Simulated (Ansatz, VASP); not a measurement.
# InP: VASP beside Ansatz

```
In P
1.0
     2.93928    2.93928    0.00000
    -2.93928    2.93928    0.00000
     0.00000    2.93928    2.93928
In P
1 1
Direct
  0.00000 0.00000 0.00000
  0.75000 0.25000 0.50000
```

Alike in both runs: task single point; functional PBEsol; k mesh 8 × 8 × 8; occupations fermi-dirac, width 0.01 eV; non-collinear spin, spin-orbit coupling.

|  | VASP | Ansatz |
| --- | --- | --- |
| version | VASP 6.6.1 | Ansatz 0.2.0 |
| potentials or method | VASP PAW PBE potentials, release 64 (In_d, P), cutoff 500 eV | all-electron LAPW |

```tsv
	VASP	Ansatz	Ansatz less VASP
pressure (GPa)	-0.1	-0.1	-0.02
net moment per atom (μB)	0.00	0.00	0.000
```

VASP's potentials were made for PBE, not for PBEsol. Ansatz ran all-electron here, and VASP with PAW potentials.
